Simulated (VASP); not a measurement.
Wanted: the native input for a VASP 6.6.1 run.

| Quantity | Value |
| --- | --- |
| Task | electric field gradients |
| Functional | PBE |
| Potentials or basis | VASP PAW PBE potentials, release 64 (Pb_d) |
| Cutoff | 520 eV |
| k mesh | 8 × 8 × 8 |
| Occupations | fermi-dirac, width 0.05 eV |
| Spin | no spin polarisation |
| Dipole correction | no |
| Further INCAR settings | ALGO = Normal; EDIFF = 1e-08; NBANDS = 21 |

The structure of Pb lies in POSCAR:

```
Pb
1.0
    0.0000000000      3.4390000555      3.4390000555
    3.4390000555      0.0000000000      3.4390000555
    3.4390000555      3.4390000555      0.0000000000
Pb
2
Direct
    0.0000000000      0.0000000000      0.0000000000
    0.2500000000      0.2500000000      0.2500000000
```

The input as run:

INCAR

```
SYSTEM = Pb
PREC = Accurate ; ENCUT = 520
EDIFF = 1E-8 ; ISMEAR = -1
SIGMA = 0.05 ; LREAL = .False.
LASPH = .True. ; NELM = 60
ALGO = Normal ; ISIF = 2
LWAVE = .False. ; LCHARG = .False.
GGA = PE ; LEFG = .True.
NBANDS = 21
```

KPOINTS

```
Automatic mesh
0
Gamma
  8 8 8
  0 0 0
```

Potentials or basis: VASP PAW PBE potentials, release 64 (Pb_d).

Command:

```console
$ cat potpaw_PBE.64/Pb_d/POTCAR > POTCAR
$ mpirun -np 1 vasp_std > vasp.out
```

It gave:

| Item | Value |
| --- | --- |
| Pressure | 2.3 GPa |
| Band gap on the k mesh | zero (band 14 reaches 4.74 eV, above the bottom of band 15 at 3.60 eV) |

Caveat: without QUAD_EFG the Cq values of the log hold for a quadrupole moment of 1 mb, not for the nuclei; spin-orbit coupling is left out, which moves the levels of the heavy elements.

It took 17 s on 1 thread of Intel(R) Xeon(R) 6975P-C (Granite Rapids) (shared host), peak memory 0.21 GiB.
